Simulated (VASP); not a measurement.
# InAs (I-4m2) in VASP: a series of runs, part 2 of 2

VASP 6.6.1. Earlier steps stand in the parts before.

## Step 4: Single point, PBEsol (biaxial strain in the a-b plane: -2.0 %, then relaxed in part)

Input file INCAR:

```
SYSTEM = InAs
PREC = Accurate ; ENCUT = 520
EDIFF = 1E-6 ; ISMEAR = 0
SIGMA = 0.1 ; LREAL = .FALSE.
LASPH = .TRUE. ; NELM = 80
ALGO = Normal ; ISIF = 2
LWAVE = .FALSE. ; LCHARG = .TRUE.
GGA = PS ; LELF = .TRUE.
LVHAR = .TRUE. ; NBANDS = 26
```

Input file KPOINTS:

```
Automatic mesh
0
G
  12 12 10
  0 0 0
```

Input file POSCAR:

```
InAs
1.0
    2.9827045071      2.9827045071      0.0000000000
   -2.9827045071      2.9827045071      0.0000000000
    0.0000000000      0.0000000000      6.2209413702
In As
2 2
Direct
    0.5000000000      0.0000000000      0.2500000000
    0.0000000000      0.5000000000      0.7500000000
    0.0000000000      0.0000000000      0.0000000000
    0.5000000000      0.5000000000      0.5000000000
```

Potentials or basis: VASP PAW PBE potentials, release 64 (In_d, As).

On the command line:

```console
$ cat potpaw_PBE.64/In_d/POTCAR potpaw_PBE.64/As/POTCAR > POTCAR
$ mpirun -np 1 vasp_std > vasp.out
```

OUTCAR:

```text
SYSTEM = InAs
   PREC = Accurate
   ENCUT = 520
   EDIFF = 1E-6
   ISMEAR = 0
   LREAL = .FALSE.
   LASPH = .TRUE.
   NELM = 80
   ISIF = 2
   GGA = PS

 ion  position               nearest neighbor table
   1  0.500  0.000  0.250-   3 2.62   4 2.62   4 2.62   3 2.62
   2  0.000  0.500  0.750-   3 2.62   4 2.62   3 2.62   4 2.62
   3  0.000  0.000  0.000-   1 2.62   2 2.62   2 2.62   1 2.62
   4  0.500  0.500  0.500-   1 2.62   2 2.62   1 2.62   2 2.62

  LATTYP: Found a simple tetragonal cell.
 ALAT       =     4.2181811665
 C/A-ratio  =     1.4747923630

  Lattice vectors:

 A1 = (   2.9827045071,   2.9827045071,   0.0000000000)
 A2 = (  -2.9827045071,   2.9827045071,   0.0000000000)
 A3 = (   0.0000000000,   0.0000000000,   6.2209413702)

Analysis of symmetry for initial positions (statically):
=====================================================================
 Subroutine PRICEL returns following result:

  LATTYP: Found a body centered tetragonal cell.
 ALAT       =     4.2181811665
 C/A-ratio  =     1.4747923630

  Lattice vectors:

 A1 = (   2.9827045071,   0.0000000000,  -3.1104706851)
 A2 = (  -2.9827045071,   0.0000000000,  -3.1104706851)
 A3 = (   0.0000000000,   2.9827045071,   3.1104706851)

   2 primitive cells build up your supercell.

 Routine SETGRP: Setting up the symmetry group for a
 simple tetragonal supercell.

 Subroutine GETGRP returns: Found  8 space group operations
 (whereof  8 operations were pure point group operations)
 out of a pool of 16 trial point group operations.

The static configuration has the point symmetry D_2d.

Analysis of symmetry for dynamics (positions and initial velocities):
=====================================================================
 Subroutine PRICEL returns following result:

  LATTYP: Found a body centered tetragonal cell.
[... 128 lines left out ...]
   PSTRESS=    0.0 pullay stress
   NELECT =      36.0000    total number of electrons
   NUPDOWN=      -1.0000    fix difference up-down
   EMIN   =  10.00;   EMAX   =-10.00  energy-range for DOS
   EFERMI =   0.00;   METHOD = LEGACY
   ISMEAR =     0;   SIGMA  =   0.10  broadening in eV -4-tet -1-fermi 0-gaus
   EFERMI_NEDOS =   21; number of points for ismear=-14 and -15
   IALGO  =     38    algorithm
   IMIX   =      4    mixing-type and parameters
     AMIX     =   0.40;   BMIX     =  1.00
     AMIX_MAG =   1.60;   BMIX_MAG =  1.00
  volume/ion in A,a.u.               =      27.67       186.74
  Fermi-wavevector in a.u.,A,eV,Ry     =   1.125832  2.127513 17.245344  1.267497
  Thomas-Fermi vector in A             =   2.262511
   LORBIT       =      0    0 simple, 1 ext, 2 COOP (PROOUT), +10 PAW based schemes
   GGA     = PS    functional components
   LHFCALC =     F    Hartree Fock is set to
   AEXX    =    0.0000 exact exchange contribution
   IVDW    =     0    specifies the selected vdW correction
   LEPSILON=     F    determine dielectric tensor
   LRPA    =     F    only Hartree local field effects (RPA)
 non-spin polarized calculation
 Gauss-broadening in eV      SIGMA  =   0.10
  energy-cutoff  :      520.00
  volume of cell :      110.69
 maximum number of plane-waves:      3004
 NGX is ok and might be reduce to    32
   NGX = 15   NGY = 15   NGZ = 23

 number of electron      36.0000017 magnetization

 Free energy of the ion-electron system (eV)
  ---------------------------------------------------
  ext. energy  EPLUGINS =         0.00000000
  ---------------------------------------------------
  free energy    TOTEN  =       -16.95870994 eV

  energy without entropy =      -16.95853759  energy(sigma->0) =      -16.95862377

 E-fermi :   4.4961     XC(G=0):  -9.2810

 val. band max:        4.4321667331   @ k =   0.0000   0.0000   0.0000
 cond. band min:       4.8928288342   @ k =   0.0000   0.0000   0.1000
 fundamental gap:      0.4606621011
 Fermi energy:         4.4960839891

 k-point     1 :       0.0000    0.0000    0.0000
  band No.  band energies     occupation
      1     -10.1533      2.00000
      2      -9.9800      2.00000
      3      -9.9647      2.00000
      4      -9.9647      2.00000
      5      -9.8859      2.00000
      6      -9.8859      2.00000
[... 685 lines left out ...]
     25      12.0125      0.00000
     26      12.5293      0.00000

 [... further k-points ...]
[... 5 lines left out ...]
  --------------------------------------------------------------------------------------
  -------------------------------------------------------------------------------------
  Total        1.1521586      1.1521586      0.0699098      0.0000000      0.0000000      0.0000000
  in kB       16.6769368     16.6769368      1.0119109      0.0000000      0.0000000      0.0000000
  external PRESSURE =      11.4552615 kB  Pullay stress =       0.0000000 kB

 VOLUME and BASIS-vectors are now :
 -----------------------------------------------------------------------------
  energy-cutoff  :      520.00
  volume of cell :      110.69
      direct lattice vectors                 reciprocal lattice vectors
     2.982704507  2.982704507  0.000000000     0.167633099  0.167633099  0.000000000
    -2.982704507  2.982704507  0.000000000    -0.167633099  0.167633099  0.000000000
     0.000000000  0.000000000  6.220941370     0.000000000  0.000000000  0.160747376

 POSITION                                       TOTAL-FORCE (eV/Angst)
 -----------------------------------------------------------------------------------
      1.49135      1.49135      1.55524         0.000000      0.000000      0.000000
     -1.49135      1.49135      4.66571        -0.000000     -0.000000      0.000000
      0.00000      0.00000      0.00000        -0.000000     -0.000000      0.000000
      0.00000      2.98270      3.11047        -0.000000      0.000000     -0.000000
 -----------------------------------------------------------------------------------
    total drift:                               -0.000000      0.000000     -0.000000

  FREE ENERGIE OF THE ION-ELECTRON SYSTEM (eV)
  ---------------------------------------------------
  free  energy   TOTEN  =       -16.9587099446 eV

  energy  without entropy=      -16.9585375939  energy(sigma->0) =      -16.95862377
```

Wall time 7.4 min (1 thread of Intel Xeon 8259CL, shared host); peak memory 0.52 GiB.

Results:

```
Free energy            : -16.9587 eV
Pressure               : 1.1 GPa
Band gap on the k mesh : zero (filled and empty bands touch)
```

Caveat: the cell differs from its parent crystal (biaxial strain in the a-b plane: -2.0 %, then relaxed in part); semilocal functionals underestimate gaps, so a narrow gap can read as zero; the PAW data sets were made with another functional, which shifts forces and pressure a little; spin-orbit coupling is left out, which moves the levels of the heavy elements.

## Step 5: The runs side by side

```csv
cell,pressure (GPa)
"a = 4.347, b = 4.347, c = 6.018 Å, 4 atoms",-0.4
"a = 4.347, b = 4.347, c = 6.051 Å, 4 atoms",-0.7
"a = 4.218, b = 4.218, c = 6.221 Å, 4 atoms",1.1
```

Alike in all rows: task single point; level PBEsol; potentials or basis VASP PAW PBE potentials, release 64 (In_d, As); no spin polarisation; k mesh 12 × 12 × 10; cutoff (eV) 520; smearing gaussian 0.1 eV.

Caveats: the PAW data sets were made with another functional, which shifts forces and pressure a little; spin-orbit coupling is left out, which moves the levels of the heavy elements; semilocal functionals underestimate gaps, so a narrow gap can read as zero (at least some runs).

Absolute energies hang on the potentials; compare differences alone.
